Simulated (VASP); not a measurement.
# SiC (P1) in VASP: notebook, part 2 of 2

VASP 6.6.1. Earlier steps stand in the parts before.

### 3 Single point, PBE (atoms moved at random and the cell strained at random)

INCAR reads:

```
SYSTEM = SiC
PREC = Accurate ; ENCUT = 600
EDIFF = 1E-6 ; ISMEAR = 0
SIGMA = 0.05 ; LREAL = .FALSE.
LASPH = .TRUE. ; NELM = 120
ALGO = Normal ; ISIF = 2
LWAVE = .FALSE. ; LCHARG = .TRUE.
GGA = PE ; LELF = .TRUE.
LVHAR = .TRUE. ; NBANDS = 26
GGA_COMPAT = .FALSE.
```

KPOINTS reads:

```
Automatic mesh
0
G
  6 6 6
  0 0 0
```

POSCAR reads:

```
SiC
1.0
    4.3048116482     -0.0040814594      0.0381623594
    0.0040814594     -4.4086769570      0.0145332875
   -0.0381623594      0.0145332875     -4.4079777845
Si C
4 4
Direct
    0.0086874121     -0.0085970872     -0.0273724801
    0.5467864201      0.5971703407      0.0755048337
    0.4650465213     -0.0200250027      0.5150171702
   -0.0224769663      0.4387089656      0.5114225459
    0.7523746632      0.7956663517      0.8022840422
    0.2676300605      0.2706813419      0.6911587423
    0.2157423680      0.7403671188      0.2107582284
    0.7662095209      0.1860279714      0.2212269175
```

Potentials or basis: VASP PAW PBE potentials, release 64 (Si, C).

Run with:

```sh
$ cat potpaw_PBE.64/Si/POTCAR potpaw_PBE.64/C/POTCAR > POTCAR
$ mpirun -np 1 vasp_std > vasp.out
```

OUTCAR:

```text
SYSTEM = SiC
   PREC = Accurate
   ENCUT = 600
   EDIFF = 1E-6
   ISMEAR = 0
   LREAL = .FALSE.
   LASPH = .TRUE.
   NELM = 120
   ISIF = 2
   GGA = PE

 ion  position               nearest neighbor table
   1  0.009  0.991  0.973-   5 1.58   8 1.75   7 1.76   6 2.09   2 2.69   3 2.84   4 2.84   2 2.92
                             3 3.06   3 3.07   4 3.08
   2  0.547  0.597  0.076-   7 1.68   5 1.75   8 2.14   6 2.51   3 2.59   1 2.69   4 2.74   1 2.92
                             3 3.02
   3  0.465  0.980  0.515-   6 1.72   5 1.94   7 2.00   8 2.06   2 2.59   1 2.84   4 2.91   4 3.00
                             2 3.02   1 3.06   1 3.07
   4  0.978  0.439  0.511-   6 1.64   8 1.91   7 2.16   5 2.25   2 2.74   1 2.84   3 2.91   3 3.00
                             1 3.08
   5  0.752  0.796  0.802-   1 1.58   2 1.75   3 1.94   4 2.25
   6  0.268  0.271  0.691-   4 1.64   3 1.72   1 2.09   2 2.51
   7  0.216  0.740  0.211-   2 1.68   1 1.76   3 2.00   4 2.16
   8  0.766  0.186  0.221-   1 1.75   4 1.91   3 2.06   2 2.14

  LATTYP: Found a triclinic cell.
 ALAT       =     6.2152982164
 B/A-ratio  =     0.6926429892
 C/A-ratio  =     0.7093308555
 COS(alpha) =     0.0019030314
[... 204 lines left out ...]
  band No.  band energies     occupation
      1      -7.7363      2.00000
      2      -3.3467      2.00000
      3      -3.0250      2.00000
      4      -2.2166      2.00000
      5      -0.2959      2.00000
      6       0.2056      2.00000
[... 685 lines left out ...]
     25      16.6412      0.00000
     26      17.1664      0.00000

 [... further k-points ...]

------------------------ aborting loop because EDIFF is reached ----------------------------------------

  FORCE on cell =-STRESS in cart. coord.  units (eV):
  Direction    XX          YY          ZZ          XY          YZ          ZX
  --------------------------------------------------------------------------------------
  -------------------------------------------------------------------------------------
  Total       19.5211558      7.1179976      8.1353846      2.6826816      4.6081079     -5.1667076
  in kB      373.8976138    136.3342598    155.8207374     51.3826251     88.2611953    -98.9603097
  external PRESSURE =     222.0175370 kB  Pullay stress =       0.0000000 kB

 VOLUME and BASIS-vectors are now :
 -----------------------------------------------------------------------------
  energy-cutoff  :      600.00
  volume of cell :       83.65
      direct lattice vectors                 reciprocal lattice vectors
     4.304811648 -0.004081459  0.038162359     0.232316222  0.000208445 -0.002010606
     0.004081459 -4.408676957  0.014533288    -0.000208445 -0.226828072 -0.000746057
    -0.038162359  0.014533288 -4.407977784     0.002010606 -0.000746057 -0.226881264

 POSITION                                       TOTAL-FORCE (eV/Angst)
 -----------------------------------------------------------------------------------
      0.00433     -4.35668     -4.27258         6.447183     -6.082829     -1.376471
      2.35337     -2.63387     -0.30328         1.086590      6.770716      2.506428
      1.98628     -4.31481     -2.23819         2.330337     -0.002405      2.024375
      4.19033     -1.93068     -2.21066        -2.287911     -3.767380      3.156677
      3.21146     -3.49925     -3.49617        -5.110151      6.045570      8.317306
      1.12683     -1.18439     -3.03247         1.352125      1.653975     -5.517717
      0.92371     -3.26186     -0.91002        -0.646546      0.189155     -5.300104
      3.29070     -0.82005     -0.94322        -3.171628     -4.806802     -3.810494
 -----------------------------------------------------------------------------------
    total drift:                                0.000184     -0.000310     -0.000225

  FREE ENERGIE OF THE ION-ELECTRON SYSTEM (eV)
  ---------------------------------------------------
  free  energy   TOTEN  =       -52.9149365919 eV

  energy  without entropy=      -52.9142601489  energy(sigma->0) =      -52.91459837
```

It took 5.7 min on 1 thread of Oxide Virtual Turin-like, shared host; peak memory 0.31 GiB.

What came out:

- Free energy: -52.9149 eV
- Pressure: 22.2 GPa
- Largest force: 11.482 eV/Å
- Band gap on the k mesh: 0.02 eV (least direct gap 0.11 eV)

Forces on the atoms (eV/Å):
```
Si   6.447 -6.083 -1.376
Si   1.087  6.771  2.506
Si   2.330 -0.002  2.024
Si  -2.288 -3.767  3.157
C   -5.110  6.046  8.317
C    1.352  1.654 -5.518
C   -0.647  0.189 -5.300
C   -3.172 -4.807 -3.810
```

Caveat: the cell differs from its parent crystal (atoms moved at random and the cell strained at random); the stress differs along the axes, from 14 to 37 GPa; semilocal functionals underestimate gaps, and a narrow one can read as zero; forces of over 1 eV/Å act on the atoms, so gaps and moduli don't describe the material at rest.

### 4 Single point, PBE (atoms moved at random)

INCAR reads:

```
SYSTEM = SiC
ALGO     = Normal         ! electronic algorithm
EDIFF    = 1E-6           ! SCF threshold, eV
ENCUT    = 600            ! plane-wave cutoff, eV
GGA      = PE             ! functional
GGA_COMPAT= .FALSE.      
ISIF     = 2              ! what is computed and relaxed
ISMEAR   = 0              ! smearing method
LASPH    = .TRUE.         ! aspherical terms in the spheres
LCHARG   = .FALSE.        ! write CHGCAR
LREAL    = .FALSE.        ! projectors in reciprocal space
LWAVE    = .FALSE.        ! write WAVECAR
NBANDS   = 26             ! bands
NELM     = 120            ! most SCF steps
PREC     = Accurate       ! precision mode
SIGMA    = 0.05           ! smearing width, eV
```

KPOINTS reads:

```
k-points
0
G
  6 6 6
  0 0 0
```

POSCAR reads:

```
SiC
1.0
    4.3797281900      0.0000000000      0.0000000000
    0.0000000000     -4.3797281900      0.0000000000
    0.0000000000      0.0000000000     -4.3797281900
Si C
4 4
Direct
    0.0151030220      0.0016133821      0.0119616719
    0.4941534789      0.5138102556     -0.0201765057
    0.4981460923     -0.0100506349      0.4923687308
    0.0123706782      0.4850627975      0.5069019267
    0.7352006373      0.7570278946      0.7449929169
    0.2378593897      0.2674354572      0.7749234247
    0.2820974325      0.7448677912      0.2215604528
    0.7250692690      0.2402330568      0.2674673818
```

Potentials or basis: VASP PAW PBE potentials, release 64 (Si, C).

Run with:

```sh
$ cat potpaw_PBE.64/Si/POTCAR potpaw_PBE.64/C/POTCAR > POTCAR
$ mpirun -np 1 vasp_std > vasp.out
```

OUTCAR:

```text
SYSTEM = SiC
   EDIFF = 1E-6
   ENCUT = 600
   GGA = PE
   ISIF = 2
   ISMEAR = 0
   LASPH = .TRUE.
   LREAL = .FALSE.
   NELM = 120
   PREC = Accurate

 ion  position               nearest neighbor table
   1  0.015  0.002  0.012-   6 1.84   7 1.86   8 1.99   5 2.00   3 2.98   2 3.00   4 3.03   4 3.06
                             2 3.07   3 3.09   3 3.11   2 3.13   4 3.13
   2  0.494  0.514  0.980-   7 1.73   6 1.80   5 1.82   8 2.01   4 2.96   3 2.98   1 3.00   3 3.06
                             1 3.07   4 3.08   1 3.13   4 3.13   3 3.13
   3  0.498  0.990  0.492-   8 1.78   5 1.83   7 1.86   6 2.08   1 2.98   2 2.98   4 3.04   2 3.06
                             4 3.07   1 3.09   1 3.11   4 3.13   2 3.13
   4  0.012  0.485  0.507-   6 1.81   8 1.96   5 1.99   7 2.06   2 2.96   1 3.03   3 3.04   1 3.06
                             3 3.07   2 3.08   3 3.13   2 3.13   1 3.13
   5  0.735  0.757  0.745-   2 1.82   3 1.83   4 1.99   1 2.00
   6  0.238  0.267  0.775-   2 1.80   4 1.81   1 1.84   3 2.08
   7  0.282  0.745  0.222-   2 1.73   3 1.86   1 1.86   4 2.06
   8  0.725  0.240  0.267-   3 1.78   4 1.96   1 1.99   2 2.01

  LATTYP: Found a simple cubic cell.
 ALAT       =     4.3797281900

  Lattice vectors:

 A1 = (   4.3797281900,   0.0000000000,   0.0000000000)
 A2 = (   0.0000000000,  -4.3797281900,   0.0000000000)
 A3 = (   0.0000000000,   0.0000000000,  -4.3797281900)

Analysis of symmetry for initial positions (statically):
=====================================================================
 Subroutine PRICEL returns:
 Original cell was already a primitive cell.

 Routine SETGRP: Setting up the symmetry group for a
 simple cubic supercell.

 Subroutine GETGRP returns: Found  1 space group operations
 (whereof  1 operations were pure point group operations)
 out of a pool of 48 trial point group operations.

The static configuration has the point symmetry C_1 .

Analysis of symmetry for dynamics (positions and initial velocities):
=====================================================================
 Subroutine PRICEL returns:
 Original cell was already a primitive cell.

 Routine SETGRP: Setting up the symmetry group for a
 simple cubic supercell.

 Subroutine GETGRP returns: Found  1 space group operations
 (whereof  1 operations were pure point group operations)
 out of a pool of 48 trial point group operations.

The dynamic configuration has the point symmetry C_1 .

 Subroutine INISYM returns: Found  1 space group operations
 (whereof  1 operations are pure point group operations),
 and found     1 'primitive' translations

----------------------------------------------------------------------------------------

                                     Primitive cell

  volume of cell :      84.0120

  direct lattice vectors                    reciprocal lattice vectors
     4.379728190  0.000000000  0.000000000     0.228324671  0.000000000  0.000000000
     0.000000000 -4.379728190  0.000000000     0.000000000 -0.228324671  0.000000000
     0.000000000  0.000000000 -4.379728190     0.000000000  0.000000000 -0.228324671

  length of vectors
     4.379728190  4.379728190  4.379728190     0.228324671  0.228324671  0.228324671

[... 41 lines left out ...]

 Subroutine IBZKPT returns following result:
 ===========================================

 Found    112 irreducible k-points:

 Following reciprocal coordinates:
            Coordinates               Weight
  0.000000  0.000000  0.000000      1.000000
  0.166667  0.000000  0.000000      2.000000
  0.000000  0.166667  0.000000      2.000000
  0.000000  0.000000  0.166667      2.000000
  0.333333  0.000000  0.000000      2.000000
  0.000000  0.333333  0.000000      2.000000
[... 16 lines left out ...]
  0.000000 -0.333333  0.166667      2.000000
 -0.166667  0.000000  0.333333      2.000000
 [... further k-points ...]
   k-points           NKPTS =    112   k-points in BZ     NKDIM =    112   number of bands    NBANDS=     26
   number of dos      NEDOS =    301   number of ions     NIONS =      8
   total plane-waves  NPLWV =  46656
   dimension x,y,z NGX =    36 NGY =   36 NGZ =   36
   dimension x,y,z NGXF=    72 NGYF=   72 NGZF=   72
   ions per type =               4   4
   NGX,Y,Z   is equivalent  to a cutoff of  13.66, 13.66, 13.66 a.u.
   NGXF,Y,Z  is equivalent  to a cutoff of  27.33, 27.33, 27.33 a.u.
 SYSTEM =  SiC
   PREC   = accura    normal or accurate (medium, high low for compatibility)
   ISTART =      0    job   : 0-new  1-cont  2-samecut
   ICHARG =      2    charge: 1-file 2-atom 10-const
   ISPIN  =      1    spin polarized calculation?
   LNONCOLLINEAR =      F non collinear calculations
   LSORBIT =      F    spin-orbit coupling
   LASPH  =      T    aspherical Exc in radial PAW
   ENCUT  =  600.0 eV  44.10 Ry    6.64 a.u.   8.75  8.75  8.75*2*pi/ulx,y,z
   NELM   =    120;   NELMIN=  2; NELMDL= -5     # of ELM steps
   EDIFF  = 0.1E-05   stopping-criterion for ELM
   LREAL  =      F    real-space projection
[... 7 lines left out ...]
   TEBEG  =    0.0;   TEEND  =   0.0 temperature during run
   PSTRESS=    0.0 pullay stress
   NELECT =      32.0000    total number of electrons
   NUPDOWN=      -1.0000    fix difference up-down
   EMIN   =  10.00;   EMAX   =-10.00  energy-range for DOS
   EFERMI =   0.00;   METHOD = LEGACY
   ISMEAR =     0;   SIGMA  =   0.05  broadening in eV -4-tet -1-fermi 0-gaus
   EFERMI_NEDOS =   21; number of points for ismear=-14 and -15
   IALGO  =     38    algorithm
   IMIX   =      4    mixing-type and parameters
     AMIX     =   0.40;   BMIX     =  1.00
     AMIX_MAG =   1.60;   BMIX_MAG =  1.00
  volume/ion in A,a.u.               =      10.50        70.87
  Fermi-wavevector in a.u.,A,eV,Ry     =   1.186709  2.242555 19.160797  1.408279
  Thomas-Fermi vector in A             =   2.322876
   LORBIT       =      0    0 simple, 1 ext, 2 COOP (PROOUT), +10 PAW based schemes
   GGA     = PE    functional components
   LHFCALC =     F    Hartree Fock is set to
   AEXX    =    0.0000 exact exchange contribution
   IVDW    =     0    specifies the selected vdW correction
   LEPSILON=     F    determine dielectric tensor
   LRPA    =     F    only Hartree local field effects (RPA)
 non-spin polarized calculation
 Gauss-broadening in eV      SIGMA  =   0.05
  energy-cutoff  :      600.00
  volume of cell :       84.01
 maximum number of plane-waves:      2832
   NGX = 17   NGY = 17   NGZ = 17

 number of electron      32.0000000 magnetization

 Free energy of the ion-electron system (eV)
  ---------------------------------------------------
  ext. energy  EPLUGINS =         0.00000000
  ---------------------------------------------------
  free energy    TOTEN  =       -58.82596701 eV

  energy without entropy =      -58.82596701  energy(sigma->0) =      -58.82596701

 E-fermi :   8.4395     XC(G=0): -11.2897

 val. band max:        8.2164122415   @ k =   0.0000   0.0000   0.0000
 cond. band min:       9.0150096243   @ k =   0.0000   0.0000   0.0000
 fundamental gap:      0.7985973828
 Fermi energy:         8.4395233582

 k-point     1 :       0.0000    0.0000    0.0000
  band No.  band energies     occupation
      1      -7.4295      2.00000
      2      -2.7781      2.00000
      3      -2.5084      2.00000
      4      -2.2233      2.00000
      5       0.0489      2.00000
      6       0.2465      2.00000
[... 685 lines left out ...]
     25      16.3489      0.00000
     26      16.4163      0.00000

 [... further k-points ...]

------------------------ aborting loop because EDIFF is reached ----------------------------------------

  FORCE on cell =-STRESS in cart. coord.  units (eV):
  Direction    XX          YY          ZZ          XY          YZ          ZX
  --------------------------------------------------------------------------------------
  -------------------------------------------------------------------------------------
  Total        1.5373351      3.2198254      2.6695705     -0.4839929     -0.7032529      0.2677189
  in kB       29.3182238     61.4046737     50.9108675     -9.2301364    -13.4116014      5.1056159
  external PRESSURE =      47.2112550 kB  Pullay stress =       0.0000000 kB

 VOLUME and BASIS-vectors are now :
 -----------------------------------------------------------------------------
  energy-cutoff  :      600.00
  volume of cell :       84.01
      direct lattice vectors                 reciprocal lattice vectors
     4.379728190  0.000000000  0.000000000     0.228324671  0.000000000  0.000000000
     0.000000000 -4.379728190  0.000000000     0.000000000 -0.228324671  0.000000000
     0.000000000  0.000000000 -4.379728190     0.000000000  0.000000000 -0.228324671

 POSITION                                       TOTAL-FORCE (eV/Angst)
 -----------------------------------------------------------------------------------
      0.06615     -0.00707     -0.05239        -2.577564      0.076299      0.196276
      2.16426     -2.25035     -4.29136         2.568291      2.197076     -0.993421
      2.18174     -4.33571     -2.15644        -0.620330     -0.587395     -1.124051
      0.05418     -2.12444     -2.22009        -2.132466     -1.461529      1.335234
      3.21998     -3.31558     -3.26287         2.707671      0.274524      0.040577
      1.04176     -1.17129     -3.39395         0.664004      2.074162      1.995375
      1.23551     -3.26232     -0.97037        -3.482995     -0.984630     -3.311340
      3.17561     -1.05216     -1.17143         2.873388     -1.588507      1.861351
 -----------------------------------------------------------------------------------
    total drift:                               -0.000122      0.000045     -0.000038

  FREE ENERGIE OF THE ION-ELECTRON SYSTEM (eV)
  ---------------------------------------------------
  free  energy   TOTEN  =       -58.8259670110 eV

  energy  without entropy=      -58.8259670110  energy(sigma->0) =      -58.82596701
```

Wall time 6.4 min (1 thread of Oxide Virtual Turin-like, shared host); peak memory 0.32 GiB.

Results:

- Free energy: -58.8260 eV
- Pressure: 4.7 GPa
- Largest force: 4.906 eV/Å
- Band gap on the k mesh: 0.80 eV

Forces in eV/Å, atoms in the order of the input:
```
Si  -2.578  0.076  0.196
Si   2.568  2.197 -0.993
Si  -0.620 -0.587 -1.124
Si  -2.132 -1.462  1.335
C    2.708  0.275  0.041
C    0.664  2.074  1.995
C   -3.483 -0.985 -3.311
C    2.873 -1.589  1.861
```

Stress tensor (GPa, compression positive):
```
 2.93 -0.92  0.51
-0.92  6.14 -1.34
 0.51 -1.34  5.09
```

Caveat: the cell differs from its parent crystal (atoms moved at random); the cell stands under pressure; semilocal functionals underestimate gaps, and a narrow one can read as zero; forces of over 1 eV/Å act on the atoms, so gaps and moduli don't describe the material at rest. A k mesh can miss the band edges.

### 5 Overview

```tsv
cell	gap on the mesh (eV)	pressure (GPa)	largest force (eV/Å)
a = 4.332, b = 4.317, c = 4.405 Å, angles 89.0, 93.8, 91.2°, 8 atoms, atomic positions A	0.29	15.1	8.53
a = 4.305, b = 4.409, c = 4.408 Å, angles 90.4, 91.0, 89.9°, 8 atoms, atomic positions B	0.02	22.2	11.48
a = 4.380 Å, 8 atoms, atomic positions C	0.80	4.7	4.91
```

Alike in all rows: task single point; level PBE; potentials or basis VASP PAW PBE potentials, release 64 (Si, C); no spin polarisation; k mesh 6 × 6 × 6; cutoff (eV) 600; smearing gaussian 0.05 eV.

Caveats: semilocal functionals underestimate gaps, and a narrow one can read as zero; forces of over 1 eV/Å act on the atoms, so gaps and moduli don't describe the material at rest; the cell stands under pressure (at least some runs); the stress differs along the axes, from 14 to 37 GPa (at least some runs).

Absolute energies hang on the potentials; compare differences alone.
